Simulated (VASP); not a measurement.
# LiCl (P1) in VASP: further runs

The runs below take LiCl through single point, with PBE.

Program: VASP 6.6.1. These are calculated values, not measurements. Logs are shortened: lines on timing, memory, paths and dates and some standing lists are left out, and cuts for length are marked.

### Step 1. The cell of the first run

The typed cell holds 4 atoms: a = 3.925 Å, b = 3.925 Å, c = 6.357 Å, α = 90.00°, β = 90.00°, γ = 120.00°.

### Step 2. Single point, PBE (one atom moved)

Contents of INCAR:

```
PREC = Accurate ; ENCUT = 520
EDIFF = 1E-6 ; ISMEAR = 0
SIGMA = 0.02 ; LREAL = False
LASPH = True ; NELM = 60
ALGO = Normal ; ISIF = 2
LWAVE = False ; LCHARG = False
GGA = PE ; NBANDS = 18
```

Contents of KPOINTS:

```
regular mesh
0
Gamma
  9 9 4
```

Contents of POSCAR:

```
LiCl
1.0
    3.9248822083      0.0000000000      0.0000000000
   -1.9624411042      3.3990476993      0.0000000000
    0.0000000000      0.0000000000      6.3571610000
Li Cl
2 2
Direct
    0.6666666700      0.3333333300      0.8760170000
    0.3333333300      0.6666666700      0.3760170000
    0.6919909294      0.3569899559      0.5170754090
    0.3333333300      0.6666666700      0.9989840000
```

Potentials or basis: VASP PAW PBE potentials, release 64 (Li_sv, Cl).

Launch:

```
$ cat potpaw_PBE.64/Li_sv/POTCAR potpaw_PBE.64/Cl/POTCAR > POTCAR
$ mpirun -np 1 vasp_std > vasp.out
```

OUTCAR:

```text
PREC = Accurate
   ENCUT = 520
   EDIFF = 1E-6
   ISMEAR = 0
   LREAL = False
   LASPH = True
   NELM = 60
   ISIF = 2
   GGA = PE

 ion  position               nearest neighbor table
   1  0.667  0.333  0.876-   3 2.28   4 2.40   4 2.40   4 2.40
   2  0.333  0.667  0.376-   3 2.36   4 2.40   3 2.44   3 2.51
   3  0.692  0.357  0.517-   1 2.28   2 2.36   2 2.44   2 2.51
   4  0.333  0.667  0.999-   2 2.40   1 2.40   1 2.40   1 2.40

  LATTYP: Found a hexagonal cell.
 ALAT       =     3.9248822083
 C/A-ratio  =     1.6197074619

  Lattice vectors:

 A1 = (   3.9248822083,   0.0000000000,   0.0000000000)
 A2 = (  -1.9624411042,   3.3990476993,   0.0000000000)
 A3 = (   0.0000000000,   0.0000000000,   6.3571610000)

Analysis of symmetry for initial positions (statically):
=====================================================================
 Subroutine PRICEL returns:
 Original cell was already a primitive cell.

 Routine SETGRP: Setting up the symmetry group for a
 hexagonal supercell.

 Subroutine GETGRP returns: Found  1 space group operations
 (whereof  1 operations were pure point group operations)
 out of a pool of 24 trial point group operations.

The static configuration has the point symmetry C_1 .

Analysis of symmetry for dynamics (positions and initial velocities):
=====================================================================
 Subroutine PRICEL returns:
 Original cell was already a primitive cell.

 Routine SETGRP: Setting up the symmetry group for a
 hexagonal supercell.

 Subroutine GETGRP returns: Found  1 space group operations
 (whereof  1 operations were pure point group operations)
 out of a pool of 24 trial point group operations.

The dynamic configuration has the point symmetry C_1 .

 Subroutine INISYM returns: Found  1 space group operations
 (whereof  1 operations are pure point group operations),
 and found     1 'primitive' translations

----------------------------------------------------------------------------------------

                                     Primitive cell

  volume of cell :      84.8100

  direct lattice vectors                    reciprocal lattice vectors
     3.924882208  0.000000000  0.000000000     0.254784716  0.147100025  0.000000000
    -1.962441104  3.399047699  0.000000000     0.000000000  0.294200049  0.000000000
     0.000000000  0.000000000  6.357161000     0.000000000  0.000000000  0.157302922

  length of vectors
     3.924882208  3.924882208  6.357161000     0.294200049  0.294200049  0.157302922

  position of ions in fractional coordinates (direct lattice)
     0.666666670  0.333333330  0.876017000
     0.333333330  0.666666670  0.376017000
     0.691990929  0.356989956  0.517075409
     0.333333330  0.666666670  0.998984000

  ion indices of the primitive-cell ions
   primitive index   ion index
                 1           1
                 2           2
                 3           3
                 4           4

----------------------------------------------------------------------------------------

 KPOINTS: regular mesh

Automatic generation of k-mesh.
 Grid dimensions read from file:
 generate k-points for:    9    9    4

 Generating k-lattice:

  Cartesian coordinates                     Fractional coordinates (reciprocal lattice)
     0.028309413  0.016344447  0.000000000     0.111111111 -0.000000000  0.000000000
     0.000000000  0.032688894  0.000000000     0.000000000  0.111111111  0.000000000
     0.000000000  0.000000000  0.039325730     0.000000000  0.000000000  0.250000000

  Length of vectors
     0.032688894  0.032688894  0.039325730

  Shift w.r.t. Gamma in fractional coordinates (k-lattice)
     0.000000000  0.000000000  0.000000000

 Subroutine IBZKPT returns following result:
 ===========================================

 Found    163 irreducible k-points:

 Following reciprocal coordinates:
            Coordinates               Weight
  0.000000  0.000000  0.000000      1.000000
  0.111111  0.000000  0.000000      2.000000
  0.000000  0.111111  0.000000      2.000000
 -0.111111  0.111111  0.000000      2.000000
  0.222222 -0.000000  0.000000      2.000000
  0.000000  0.222222  0.000000      2.000000
[... 16 lines left out ...]
  0.333333  0.111111  0.000000      2.000000
 -0.111111  0.444444  0.000000      2.000000
 [... further k-points ...]
   k-points           NKPTS =    163   k-points in BZ     NKDIM =    163   number of bands    NBANDS=     18
   number of dos      NEDOS =    301   number of ions     NIONS =      4
   total plane-waves  NPLWV =  43200
   dimension x,y,z NGX =    30 NGY =   30 NGZ =   48
   dimension x,y,z NGXF=    60 NGYF=   60 NGZF=   96
   ions per type =               2   2
   NGX,Y,Z   is equivalent  to a cutoff of  12.71, 12.71, 12.55 a.u.
   NGXF,Y,Z  is equivalent  to a cutoff of  25.41, 25.41, 25.10 a.u.
 SYSTEM =  unknown system
   PREC   = accura    normal or accurate (medium, high low for compatibility)
   ISTART =      0    job   : 0-new  1-cont  2-samecut
   ICHARG =      2    charge: 1-file 2-atom 10-const
   ISPIN  =      1    spin polarized calculation?
   LNONCOLLINEAR =      F non collinear calculations
   LSORBIT =      F    spin-orbit coupling
   LASPH  =      T    aspherical Exc in radial PAW
   ENCUT  =  520.0 eV  38.22 Ry    6.18 a.u.   7.30  7.30 11.82*2*pi/ulx,y,z
   NELM   =     60;   NELMIN=  2; NELMDL= -5     # of ELM steps
   EDIFF  = 0.1E-05   stopping-criterion for ELM
   LREAL  =      F    real-space projection
   EDIFFG = 0.1E-04   stopping-criterion for IOM
   NSW    =      0    number of steps for IOM
   IBRION =     -1    ionic relax: 0-MD 1-quasi-New 2-CG
   NFREE  =      0    steps in history (QN), initial steepest desc. (CG)
   ISIF   =      2    stress and relaxation
   ISYM   =      2    0-nonsym 1-usesym 2-fastsym
   POTIM  = 0.5000    time-step for ionic-motion
   TEBEG  =    0.0;   TEEND  =   0.0 temperature during run
   PSTRESS=    0.0 pullay stress
   NELECT =      20.0000    total number of electrons
   NUPDOWN=      -1.0000    fix difference up-down
   EMIN   =  10.00;   EMAX   =-10.00  energy-range for DOS
   EFERMI =   0.00;   METHOD = LEGACY
   ISMEAR =     0;   SIGMA  =   0.02  broadening in eV -4-tet -1-fermi 0-gaus
   EFERMI_NEDOS =   21; number of points for ismear=-14 and -15
   IALGO  =     38    algorithm
   IMIX   =      4    mixing-type and parameters
     AMIX     =   0.40;   BMIX     =  1.00
     AMIX_MAG =   1.60;   BMIX_MAG =  1.00
  volume/ion in A,a.u.               =      21.20       143.08
  Fermi-wavevector in a.u.,A,eV,Ry     =   1.011430  1.911325 13.918631  1.022990
  Thomas-Fermi vector in A             =   2.144479
   LORBIT       =      0    0 simple, 1 ext, 2 COOP (PROOUT), +10 PAW based schemes
   GGA     = PE    functional components
   LHFCALC =     F    Hartree Fock is set to
   AEXX    =    0.0000 exact exchange contribution
   IVDW    =     0    specifies the selected vdW correction
   LEPSILON=     F    determine dielectric tensor
   LRPA    =     F    only Hartree local field effects (RPA)
 non-spin polarized calculation
 Gauss-broadening in eV      SIGMA  =   0.02
  energy-cutoff  :      520.00
  volume of cell :       84.81
 maximum number of plane-waves:      2316
 NGX is ok and might be reduce to    30
   NGX = 15   NGY = 15   NGZ = 23

 number of electron      19.9999995 magnetization

 Free energy of the ion-electron system (eV)
  ---------------------------------------------------
  ext. energy  EPLUGINS =         0.00000000
  ---------------------------------------------------
  free energy    TOTEN  =       -14.83858458 eV

  energy without entropy =      -14.83858458  energy(sigma->0) =      -14.83858458

 E-fermi :  -1.0618     XC(G=0):  -7.5723

 val. band max:       -1.3080691229   @ k =   0.0000   0.0000   0.0000
 cond. band min:       4.5812538687   @ k =   0.0000   0.0000   0.0000
 fundamental gap:      5.8893229916
 Fermi energy:        -1.0617733215

 k-point     1 :       0.0000    0.0000    0.0000
  band No.  band energies     occupation
      1     -44.4044      2.00000
      2     -44.1615      2.00000
      3     -14.0154      2.00000
      4     -13.7358      2.00000
      5      -3.3074      2.00000
      6      -1.6910      2.00000
[... 10 lines left out ...]
     17       9.6803      0.00000
     18       9.8296      0.00000

 k-point     2 :       0.1111    0.0000    0.0000
  band No.  band energies     occupation
      1     -44.4043      2.00000
      2     -44.1614      2.00000
      3     -13.9887      2.00000
      4     -13.7237      2.00000
      5      -3.2461      2.00000
      6      -1.8651      2.00000
[... 10 lines left out ...]
     17       9.7727      0.00000
     18       9.9796      0.00000

 k-point     3 :       0.0000    0.1111    0.0000
  band No.  band energies     occupation
      1     -44.4043      2.00000
      2     -44.1614      2.00000
      3     -13.9890      2.00000
      4     -13.7226      2.00000
      5      -3.2469      2.00000
      6      -1.8097      2.00000
[... 10 lines left out ...]
     17       9.7929      0.00000
     18      10.0249      0.00000

 k-point     4 :      -0.1111    0.1111    0.0000
  band No.  band energies     occupation
      1     -44.4043      2.00000
      2     -44.1614      2.00000
      3     -13.9888      2.00000
      4     -13.7231      2.00000
      5      -3.2465      2.00000
      6      -1.8422      2.00000
[... 375 lines left out ...]
      4     -13.6768      2.00000
      5      -2.9387      2.00000
      6      -2.5054      2.00000
[... 10 lines left out ...]
     17       9.8611      0.00000
     18      10.4752      0.00000

 k-point    23 :       0.3333    0.1111    0.0000
  band No.  band energies     occupation
      1     -44.4037      2.00000
      2     -44.1607      2.00000
      3     -13.7726      2.00000
      4     -13.6624      2.00000
      5      -2.9860      2.00000
      6      -2.6268      2.00000
[... 10 lines left out ...]
     17      10.2548      0.00000
     18      11.0659      0.00000

 k-point    24 :      -0.1111    0.4444    0.0000
  band No.  band energies     occupation
      1     -44.4037      2.00000
      2     -44.1607      2.00000
      3     -13.7814      2.00000
      4     -13.6481      2.00000
      5      -2.9828      2.00000
      6      -2.6464      2.00000
[... 10 lines left out ...]
     17      10.4790      0.00000
     18      10.9545      0.00000

 [... further k-points ...]

------------------------ aborting loop because EDIFF is reached ----------------------------------------

  FORCE on cell =-STRESS in cart. coord.  units (eV):
  Direction    XX          YY          ZZ          XY          YZ          ZX
  --------------------------------------------------------------------------------------
  -------------------------------------------------------------------------------------
  Total       -0.1048986     -0.3318584      0.1730194      0.0893030     -0.0800758     -0.0735516
  in kB       -1.9816788     -6.2692596      3.2685734      1.6870554     -1.5127419     -1.3894904
  external PRESSURE =      -1.6607884 kB  Pullay stress =       0.0000000 kB

 VOLUME and BASIS-vectors are now :
 -----------------------------------------------------------------------------
  energy-cutoff  :      520.00
  volume of cell :       84.81
      direct lattice vectors                 reciprocal lattice vectors
     3.924882208  0.000000000  0.000000000     0.254784716  0.147100025  0.000000000
    -1.962441104  3.399047699  0.000000000     0.000000000  0.294200049  0.000000000
     0.000000000  0.000000000  6.357161000     0.000000000  0.000000000  0.157302922

 POSITION                                       TOTAL-FORCE (eV/Angst)
 -----------------------------------------------------------------------------------
      1.96244      1.13302      5.56898         0.002487      0.003553      0.193951
     -0.00000      2.26603      2.39040         0.094447      0.103498      0.092635
      2.01541      1.21343      3.28713        -0.106786     -0.119567     -0.424313
     -0.00000      2.26603      6.35070         0.009853      0.012516      0.137727
 -----------------------------------------------------------------------------------
    total drift:                               -0.000063     -0.000073     -0.000229

  FREE ENERGIE OF THE ION-ELECTRON SYSTEM (eV)
  ---------------------------------------------------
  free  energy   TOTEN  =       -14.8385845799 eV

  energy  without entropy=      -14.8385845799  energy(sigma->0) =      -14.83858458
```

It took 2 min on 1 thread of Intel Xeon Platinum 8488C (Sapphire Rapids), shared host; peak memory 0.32 GiB.

What came out:

```
Free energy            : -14.8386 eV
Largest force          : 0.454 eV/Å
Band gap on the k mesh : 5.89 eV
```

Forces on the atoms (eV/Å):
```
Li   0.002  0.004  0.194
Li   0.094  0.103  0.093
Cl  -0.107 -0.120 -0.424
Cl   0.010  0.013  0.138
```

Levels at points of the mesh, in eV from the valence-band top:
```
           k point  band 7  band 8  band 9  band 10  band 11  band 12  band 13  band 14
(0.00, 0.00, 0.00)   -0.29   -0.10   -0.03     0.00     5.89     8.12     9.97    10.04
(0.00, 0.00, 0.50)   -0.25   -0.21   -0.18    -0.09     7.07     7.21     9.90    10.17
```

Caveat: the cell differs from its parent crystal (one atom moved); the cutoff is under 1.25 times the usual one of these potentials, so pressure, stress and relaxed cells hold a basis-set (Pulay) error. A k mesh can miss the band edges.

### Step 3. Single point, PBE (atoms moved at random and the cell strained at random)

Contents of INCAR:

```
SYSTEM = LiCl
ALGO     = Normal         ! electronic algorithm
EDIFF    = 1E-6           ! SCF threshold, eV
ENCUT    = 520            ! plane-wave cutoff, eV
GGA      = PE             ! functional
ISIF     = 2              ! what is computed and relaxed
ISMEAR   = 0              ! smearing method
LASPH    = .TRUE.         ! aspherical terms in the spheres
LCHARG   = .FALSE.        ! write CHGCAR
LREAL    = .FALSE.        ! projectors in reciprocal space
LWAVE    = .FALSE.        ! write WAVECAR
NBANDS   = 18             ! bands
NELM     = 80             ! most SCF steps
PREC     = Accurate       ! precision mode
SIGMA    = 0.02           ! smearing width, eV
```

Contents of KPOINTS:

```
k-points
0
G
  9 9 4
  0 0 0
```

Contents of POSCAR:

```
LiCl
1.0
    4.0708878264      0.0176619699     -0.0058873233
   -2.0201481986      3.5134321934     -0.0140515768
   -0.0095357415     -0.0317858050      6.6293110624
Li Cl
2 2
Direct
    0.6717616189      0.3299941594      0.8759981236
    0.3079674871      0.6606649890      0.3761947523
    0.6856034962      0.3488317886      0.4987763601
    0.3346673978      0.6605090630      0.9990327639
```

Potentials or basis: VASP PAW PBE potentials, release 64 (Li_sv, Cl).

Launch:

```
$ cat potpaw_PBE.64/Li_sv/POTCAR potpaw_PBE.64/Cl/POTCAR > POTCAR
$ mpirun -np 1 vasp_std > vasp.out
```

Wall time 2.3 min (1 thread of Intel Xeon Platinum 8488C (Sapphire Rapids), shared host); peak memory 0.34 GiB.

It converged, with:

| Property | Result |
| --- | --- |
| Free energy | -14.7668 eV |
| Largest force | 0.219 eV/Å |
| Band gap on the k mesh | 5.53 eV |

Forces in eV/Å, atoms in the order of the input:
```
Li  -0.002 -0.002  0.008
Li   0.193  0.099 -0.027
Cl  -0.180 -0.120  0.026
Cl  -0.011  0.022 -0.007
```

Levels at points of the mesh, in eV from the valence-band top:
| k point | band 7 | band 8 | band 9 | band 10 | band 11 | band 12 | band 13 | band 14 |
| --- | --- | --- | --- | --- | --- | --- | --- | --- |
| (0.00, 0.00, 0.00) | -0.23 | -0.11 | -0.02 | 0.00 | 5.53 | 7.79 | 9.82 | 9.84 |
| (0.00, 0.00, 0.50) | -0.28 | -0.19 | -0.15 | -0.08 | 6.76 | 6.77 | 9.71 | 9.76 |

Caveat: the cell differs from its parent crystal (atoms moved at random and the cell strained at random); the cutoff is under 1.25 times the usual one of these potentials, so pressure, stress and relaxed cells hold a basis-set (Pulay) error. A k mesh can miss the band edges.
